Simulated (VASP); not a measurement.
Write the native input for VASP 6.6.1 that does the following.

* Task: single point
* Functional: PBEsol
* Potentials or basis: VASP PAW PBE potentials, release 64 (Ga_d, Mn_pv)
* Cutoff: 520 eV
* k mesh: 12 × 12 × 12
* Occupations: gaussian, width 0.1 eV
* Spin: collinear spin, ferromagnetic start
* Starting moments: [0.0, 0.0, 0.0, 0.5] μB
* Dipole correction: no
* Further INCAR settings: ALGO = Normal; EDIFF = 1e-06; NBANDS = 38

The structure of MnGa3 lies in POSCAR:

```
MnGa3
1.0
    0.0000000000      3.1769426435      3.1769426435
    3.1769426435      0.0000000000      3.1769426435
    3.1769426435      3.1769426435      0.0000000000
Ga Mn
3 1
Direct
    0.2500000000      0.2500000000      0.2500000000
    0.7500000000      0.7500000000      0.7500000000
    0.5000000000      0.5000000000      0.5000000000
    0.0000000000      0.0000000000      0.0000000000
```

These files were run (other wordings do the same):

INCAR

```
SYSTEM = MnGa3
ALGO = Normal
EDIFF = 1E-6
ENCUT = 520
GGA = PS
ISIF = 2
ISMEAR = 0
ISPIN = 2
LASPH = .TRUE.
LCHARG = .FALSE.
LMAXMIX = 4
LORBIT = 11
LREAL = .FALSE.
LWAVE = .FALSE.
MAGMOM = 0 0 0 0.5
NBANDS = 38
NELM = 150
PREC = Accurate
SIGMA = 0.1
```

KPOINTS

```
k-points
0
G
  12 12 12
  0 0 0
```

Potentials or basis: VASP PAW PBE potentials, release 64 (Ga_d, Mn_pv).

Command:

```sh
$ cat potpaw_PBE.64/Ga_d/POTCAR potpaw_PBE.64/Mn_pv/POTCAR > POTCAR
$ mpirun -np 1 vasp_std > vasp.out
```

Results of the run:

The pressure is 0.1 GPa, the net moment is 3.68 μB per cell and the site moments are Ga -0.01, +0.01 (each value once); Mn +3.48 μB. The valence electrons inside the program's atomic spheres are Ga 11.64, 11.61 (each value once); Mn 11.51.

Caveat: the PAW data sets were made with another functional, which shifts forces and pressure a little.

Run time: 11 min on 1 thread of Intel Xeon 8259CL, on a shared host, peak memory 0.42 GiB.
